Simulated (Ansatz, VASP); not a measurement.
**Two plane-wave programs on P**

Contents of INCAR:

```
SYSTEM = P
  PREC = Accurate
  ENCUT = 520
  EDIFF = 1E-7
  ISMEAR = 0
  SIGMA = 0.15
  LREAL = .FALSE.
  LASPH = .TRUE.
  NELM = 80
  ALGO = Normal
  ISIF = 2
  LWAVE = .FALSE.
  LCHARG = .FALSE.
  GGA = PS
  NBANDS = 8
```

Contents of KPOINTS:

```
regular mesh
0
G
  12 12 12
  0 0 0
```

Contents of POSCAR:

```
P
1.0
    4.0592596145      0.0000000000      0.0000000000
    0.0000000000      4.0592596145      0.0000000000
    0.0000000000      0.0000000000      4.2685500000
P
1
Direct
    0.0000000000      0.0000000000      0.0000000000
```

Input for Ansatz:

```yaml
crystal:
  lattice:
    - [4.0592596145, 0.0, 0.0]
    - [0.0, 4.0592596145, 0.0]
    - [0.0, 0.0, 4.26855]
  atoms:
    - { symbol: P, position: [0.0, 0.0, 0.0] }
basis:
  ecutwfc: 420
kpoints:
  mp_grid: { grid: [12, 12, 12] }
hamiltonian:
  xc: pbesol
scf:
  occupations: { method: gaussian, width: 0.15 }
output:
  forces: true
  stress: true
  eigenvalues: true
```

Change from the starting cell: strain -0.050 along x and y, -0.025 along z, atoms carried along.

Alike in both runs: task single point; functional PBEsol; k mesh 12 × 12 × 12; occupations gaussian, width 0.15 eV; no spin polarisation.

```csv
,VASP,Ansatz
version,VASP 6.6.1,Ansatz 0.2.0
potentials or method,"VASP PAW PBE potentials, release 64 (P), cutoff 520 eV","scalar-relativistic, plane waves, PAW"
valence electrons in the cell,5,5
```

```csv
,VASP,Ansatz,Ansatz less VASP
gap on the k mesh at the Fermi level (eV),none,none,-
pressure (GPa),-5.1,-5.1,+0.01
"traceless stress, the component that is largest in VASP (GPa)",0.68,0.68,0.000
```

VASP's potentials were made for PBE, not for PBEsol. A gap of «none» marks a metal or a gap that the smearing closes. With one functional, cell and mesh, what is left measures potentials, basis and numerics.
